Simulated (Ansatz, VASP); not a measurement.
## Cs: VASP beside Ansatz

```
Cs
1.0
     5.36840    0.00000    0.00000
    -2.68420    4.64917    0.00000
     0.00000    0.00000    8.77340
Cs
2
Direct
  0.33333 0.66667 0.25000
  0.66667 0.33333 0.75000
```

Alike in both runs: functional PBEsol; k mesh 12 × 12 × 6; occupations gaussian, width 0.1 eV; no spin polarisation.

Ansatz relaxed the structure, and its values are those at the end. VASP's run is a single point on that final structure, the one shown.

```csv
,VASP,Ansatz
version,VASP 6.6.1,Ansatz 0.2.0
potentials or method,"VASP PAW PBE potentials, release 64 (Cs_sv), cutoff 500 eV","scalar-relativistic, plane waves, PAW"
valence electrons in the cell,18,18
```

```tsv
	VASP	Ansatz	Ansatz less VASP
gap on the k mesh at the Fermi level (eV)	none	none	-
pressure (GPa)	0.0	0.0	+0.01
```

VASP's potentials were made for PBE, not for PBEsol. A gap of «none» marks a metal or a gap that the smearing closes.

Neither program's run includes spin-orbit coupling.
